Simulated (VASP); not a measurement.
**CO: single point with PBE+D3(BJ)**

CO:

```
O C
1.0
     7.74175    0.00000    0.00000
     0.00000    7.74175    0.00000
     0.00000    0.00000    7.74175
O C
10 10
Cartesian
  6.9778 2.3875 1.2264
  1.4292 5.3781 4.0370
  5.7363 7.5152 2.9764
  4.3438 0.9471 4.9602
  8.9242 1.9731 5.3084
  1.9807 5.2256 0.2092
  6.7846 7.6055 6.1678
  3.3523 1.8980 0.5576
  5.1376 3.1832 2.9236
  5.2756 3.8891 6.8200
  7.9922 2.0150 1.5743
  0.6611 5.3792 3.1849
  5.1231 6.6201 3.3022
  3.5208 0.1458 4.9933
  9.6765 2.8159 5.4926
  1.3871 4.3437 -0.1677
  7.1396 6.5943 6.5646
  3.2161 0.7957 0.4590
  5.3623 3.7979 3.8576
  4.9606 4.8532 7.3537
```

```json
{"Program": "VASP 6.6.1", "Task": "single point", "Functional": "PBE", "Dispersion": "D3(BJ)", "Potentials or basis": "VASP PAW PBE potentials, release 64 (O, C)", "Cutoff": "520 eV", "k mesh": "1 × 1 × 1", "Occupations": "fermi-dirac, width 0.05 eV", "Spin": "no spin polarisation"}
```

```json
{
  "Pressure": "1.6 GPa",
  "Largest force": "3.504 eV/Å",
  "Dispersion energy per atom": "-0.059 eV"
}
```

Forces in eV/Å, atoms in the order of the input:
```
O   -0.578  0.101 -0.384
O   -0.342  0.057 -0.403
O    0.884  0.774 -0.642
O   -0.685 -0.236  0.358
O   -0.150  0.026 -0.025
O    1.031  1.421  0.630
O    0.033  0.058  0.028
O    0.472  3.442  0.333
O   -0.336 -0.123 -0.192
O   -0.184  0.292  0.298
C    0.666 -0.280  0.272
C    0.325 -0.012  0.372
C   -0.535 -1.009 -0.034
C    0.352  0.441  0.156
C    0.056 -0.029 -0.138
C   -1.024 -1.279 -0.451
C    0.030  0.083 -0.024
C   -0.398 -3.472 -0.254
C    0.200  0.110  0.257
C    0.183 -0.365 -0.158
```

Stress tensor (GPa, compression positive):
```
 1.11  0.10 -0.39
 0.10  2.66  0.40
-0.39  0.40  0.88
```

Levels at points of the mesh, in eV from the Fermi level:
```csv
k point,band 48,band 49,band 50,band 51,band 52,band 53
"(0.00, 0.00, 0.00)",-1.63,-1.38,-1.27,3.81,4.04,4.26
```

Wall time 37 s on 1 thread of Intel(R) Xeon(R) Platinum 8488C (Sapphire Rapids) (shared host), peak memory 0.42 GiB.

Caveat: the k points lie up to 0.81 Å⁻¹ apart, too coarse for converged energies, forces and pressures; the atoms stand as in a frame of molecular dynamics.
